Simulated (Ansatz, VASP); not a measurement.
**Two plane-wave programs on Cu**

```xyz
8
Lattice="4.5289 0.0000 0.0000 0.0000 4.5289 0.0000 0.0000 0.0000 4.5289" Properties=species:S:1:pos:R:3 pbc="T T T"
Cu    0.0000    0.0000    4.5289
Cu    2.2645    2.2645    2.2645
Cu    1.1322    4.5289    2.2645
Cu    3.3967    4.5289    2.2645
Cu    2.2645    1.1322    0.0000
Cu    2.2645    3.3967    4.5289
Cu    0.0000    2.2645    1.1322
Cu    0.0000    2.2645    3.3967
```

Alike in both runs: functional PBEsol; k mesh 6 × 6 × 6; occupations fermi-dirac, width 0.1 eV; no spin polarisation.

Ansatz relaxed the structure, and its values are those at the end. VASP's run is a single point on that final structure, the one shown.

|  | VASP | Ansatz |
| --- | --- | --- |
| version | VASP 6.6.1 | Ansatz 0.2.0 |
| potentials or method | VASP PAW PBE potentials, release 64 (Cu), cutoff 520 eV | plane waves (420 eV) with PAW, scalar-relativistic |
| valence electrons in the cell | 88 | 152 |

Ansatz gave:

| Item | Value |
| --- | --- |
| pressure (GPa) | 0.0 |

Problem. Estimate VASP's values.

Solution. Pressure (GPa): 0.6.

VASP's potentials were made for PBE, not for PBEsol, and Ansatz warns of the same on its side. VASP's potentials hold 88 valence electrons a cell and Ansatz's 152, so a difference there can come from the potentials and not from the codes.
